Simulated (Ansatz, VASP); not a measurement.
Au in VASP and in Ansatz

File INCAR:

```
ALGO = Fast
EDIFF = 1E-7
ENCUT = 520
GGA = PS
ISIF = 2
ISMEAR = 0
LASPH = T
LCHARG = F
LREAL = F
LWAVE = F
NBANDS = 12
NELM = 80
PREC = Accurate
SIGMA = 0.15
```

KPOINTS

```
k-points
0
Gamma
  20 20 20
```

POSCAR

```
Au
1.0
   -1.6572690000      1.6572690000      1.6075509300
    1.6572690000     -1.6572690000      1.6075509300
    1.6572690000      1.6572690000     -1.6075509300
Au
1
Direct
    0.0000000000      0.0000000000      0.0000000000
```

Input for Ansatz:

```yaml
crystal:
  lattice:
    - [-1.657269, 1.657269, 1.60755093]
    - [1.657269, -1.657269, 1.60755093]
    - [1.657269, 1.657269, -1.60755093]
  atoms:
    - { symbol: Au, position: [0.0, 0.0, 0.0] }
basis:
  ecutwfc: 420
kpoints:
  mp_grid: { grid: [20, 20, 20] }
hamiltonian:
  xc: pbesol
scf:
  occupations: { method: gaussian, width: 0.15 }
output:
  forces: true
  stress: true
  eigenvalues: true
  write_density: true
  write_potential: true
  elf: true
  volumetric_format: npy
```

Change from the starting cell: strain +0.000 along x and y, -0.030 along z, atoms carried along.

Alike in both runs: task single point; functional PBEsol; k mesh 20 × 20 × 20; occupations gaussian, width 0.15 eV; no spin polarisation.

```csv
,VASP,Ansatz
version,VASP 6.6.1,Ansatz 0.2.0
potentials or method,"VASP PAW PBE potentials, release 64 (Au), cutoff 520 eV","scalar-relativistic, plane waves, PAW"
valence electrons in the cell,11,19
```

```tsv
	VASP	Ansatz	Ansatz less VASP
gap on the k mesh at the Fermi level (eV)	none	none	-
pressure (GPa)	-5.8	-5.5	+0.22
traceless stress, the component that is largest in VASP (GPa)	-0.09	-0.09	0.000
```

VASP's potentials were made for PBE, not for PBEsol. A gap of «none» marks a metal or a gap that the smearing closes. With one functional, cell and mesh, what is left measures potentials, basis and numerics. VASP's potentials hold 11 valence electrons a cell and Ansatz's 19, so a difference there can come from the potentials and not from the codes.

Neither program's run includes spin-orbit coupling.
